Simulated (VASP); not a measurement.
Al2Cu:

```
CELL_PARAMETERS angstrom
4.07301 0.00000 0.00000
0.00000 4.07301 0.00000
0.00000 0.00000 5.86357
ATOMIC_POSITIONS crystal
Al 0.00000 0.50000 0.20300
Al 0.00000 0.50000 0.70300
Al 0.50000 0.00000 0.29700
Al 0.50000 0.00000 0.79700
Cu 0.00000 0.00000 0.00000
Cu 0.50000 0.50000 0.50000
```

| Quantity | Value |
| --- | --- |
| Program | VASP 6.6.1 |
| Task | relaxation of cell and atoms |
| Functional | PBE |
| Potentials or basis | VASP PAW PBE potentials, release 64 (Al, Cu) |
| Cutoff | 600 eV |
| k mesh | 4 × 4 × 4 |
| Occupations | gaussian, width 0.1 eV |
| Spin | no spin polarisation |

At the start: pressure 1.9 GPa; volume 16.21 Å³/atom.

Where does the relaxation end?

Over 5 steps the energy falls by 95.8 meV/atom and the volume is 16.18 Å³/atom (-0.2 %); space group I4/mmm (No. 139, to 0.05 Å).

The path:
```csv
step,energy change (eV),largest force (eV/Å),pressure (GPa),volume (Å³)
1,0.0000,1.0259,1.88,97.27
2,-0.1827,0.7884,-1.37,99.98
3,-0.2863,0.4706,-5.20,104.28
4,-0.4035,0.3776,-4.40,102.46
5,-0.5747,0.0289,-0.02,97.11
```

Final structure:
```
CELL_PARAMETERS angstrom
4.04864 0.00000 0.00000
0.00000 4.04864 0.00000
0.00000 0.00000 5.92426
ATOMIC_POSITIONS crystal
Al 0.00000 0.50000 0.24869
Al 0.00000 0.50000 0.74869
Al 0.50000 0.00000 0.25131
Al 0.50000 0.00000 0.75131
Cu 0.00000 0.00000 0.00000
Cu 0.50000 0.50000 0.50000
```

Caveat: the k points lie up to 0.39 Å⁻¹ apart in the final cell.
